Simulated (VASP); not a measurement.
Write the native input for VASP 6.6.1 that does the following.

```
Task                   : single point
Functional             : PBE
Potentials or basis    : VASP PAW PBE potentials, release 64 (Ag)
Cutoff                 : 520 eV
k mesh                 : 18 × 18 × 18
Occupations            : gaussian, width 0.1 eV
Spin                   : no spin polarisation
Dipole correction      : no
Further INCAR settings : ALGO = Normal; EDIFF = 1e-07; NBANDS = 12
```

The structure of Ag lies in POSCAR:

```
Ag
1.0
   -1.6657700459      1.6657700459      1.6657700459
    1.6657700459     -1.6657700459      1.6657700459
    1.6657700459      1.6657700459     -1.6657700459
Ag
1
Direct
    0.0000000000      0.0000000000      0.0000000000
```

This cell differs from its parent crystal: strained.

One way to write it, as run:

INCAR

```
SYSTEM = Ag
PREC = Accurate
ENCUT = 520
EDIFF = 1E-7
ISMEAR = 0
SIGMA = 0.1
LREAL = .False.
LASPH = .True.
NELM = 80
ALGO = Normal
ISIF = 2
LWAVE = .False.
LCHARG = .False.
GGA = PE
NBANDS = 12
```

KPOINTS

```
Automatic mesh
0
Gamma
  18 18 18
  0 0 0
```

Potentials or basis: VASP PAW PBE potentials, release 64 (Ag).

Launch:

```console
$ cat potpaw_PBE.64/Ag/POTCAR > POTCAR
$ mpirun -np 1 vasp_std > vasp.out
```

It gave:

- Pressure: -2.2 GPa

Caveat: the cell differs from its parent crystal (strained).

Wall time 46 s on 1 thread of Intel Xeon 8259CL, on a shared host, peak memory 0.17 GiB.
